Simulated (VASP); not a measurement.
Here is a VASP 6.6.1 calculation.

Contents of INCAR:

```
PREC     = Accurate       # precision mode
ENCUT    = 520            # plane-wave cutoff, eV
EDIFF    = 1E-6           # SCF threshold, eV
ISMEAR   = 0              # smearing method
SIGMA    = 0.15           # smearing width, eV
LREAL    = F              # projectors in reciprocal space
LASPH    = T              # aspherical terms in the spheres
NELM     = 150            # most SCF steps
ALGO     = Fast           # electronic algorithm
ISIF     = 2              # what is computed and relaxed
LWAVE    = F              # write WAVECAR
LCHARG   = F              # write CHGCAR
ISPIN    = 2              # spin polarisation
MAGMOM   = 0.75           # initial moments
LORBIT   = 11             # projections on sites
NUPDOWN  = 0.75           # fixed moment
LMAXMIX  = 4              # l up to which the mixer works
GGA      = PS             # functional
NBANDS   = 16             # bands
```

File KPOINTS:

```
regular mesh
0
Gamma
  22 22 22
```

POSCAR

```
Ti
1.0
   -1.5723437212      1.5723437212      1.5723437212
    1.5723437212     -1.5723437212      1.5723437212
    1.5723437212      1.5723437212     -1.5723437212
Ti
1
Direct
    0.0000000000      0.0000000000      0.0000000000
```

Potentials or basis: VASP PAW PBE potentials, release 64 (Ti_sv).

The run is started by

```console
$ cat potpaw_PBE.64/Ti_sv/POTCAR > POTCAR
$ mpirun -np 1 vasp_std > vasp.out
```

(1) Predict the pressure.

Answers

(1) 9.2 GPa.

Caveat: the cell stands under pressure; the PAW data sets were made with another functional, which shifts forces and pressure a little; the total moment is fixed, so each spin has its own Fermi level and the state may be an excited one.
